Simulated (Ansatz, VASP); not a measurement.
## PbS: VASP and Ansatz over several settings

```
CELL_PARAMETERS angstrom
2.06599 -5.95109 0.00000
2.06599 5.95109 0.00000
0.00000 0.00000 4.25060
ATOMIC_POSITIONS crystal
Pb 0.13056 0.86944 0.25000
Pb 0.86944 0.13056 0.75000
S 0.35480 0.64520 0.25000
S 0.64520 0.35480 0.75000
```

Single points on this cell with VASP 6.6.1 and Ansatz 0.2.0. Each row is one pair of runs. Alike in all rows: spin: off; k mesh: 7 × 7 × 6; smearing: fermi-dirac, width 0.05 eV; Ansatz's potentials, cutoff: Ansatz PAW, 420 eV.

```tsv
level	VASP's potentials, cutoff	gap on the k mesh at the Fermi level (eV), VASP	gap on the k mesh at the Fermi level (eV), Ansatz	least direct gap on the mesh (eV), VASP	least direct gap on the mesh (eV), Ansatz	pressure (GPa), VASP	pressure (GPa), Ansatz
RPBE	VASP PAW PBE potentials, release 64 (Pb_d, S), 520 eV	1.30	1.30	1.53	1.53	4.1	4.2
BLYP+D3(BJ)	VASP PAW PBE potentials, release 64 (Pb_d, S), 520 eV	1.27	1.28	1.50	1.50	1.1	1.0
LDA	VASP PAW LDA potentials, release 64 (Pb_d, S), 520 eV	1.06	?	1.29	?	-2.5	?
```

Problem. Fill in what Ansatz gave in row 3.

Solution. gap on the k mesh at the Fermi level (eV): 1.07; least direct gap on the mesh (eV): 1.30; pressure (GPa): -2.5.

Spin-orbit coupling is off throughout. Noted on Ansatz's runs: odd divisions of the mesh miss points on the zone boundary, where band edges often lie, so the gap on the mesh can be too wide.
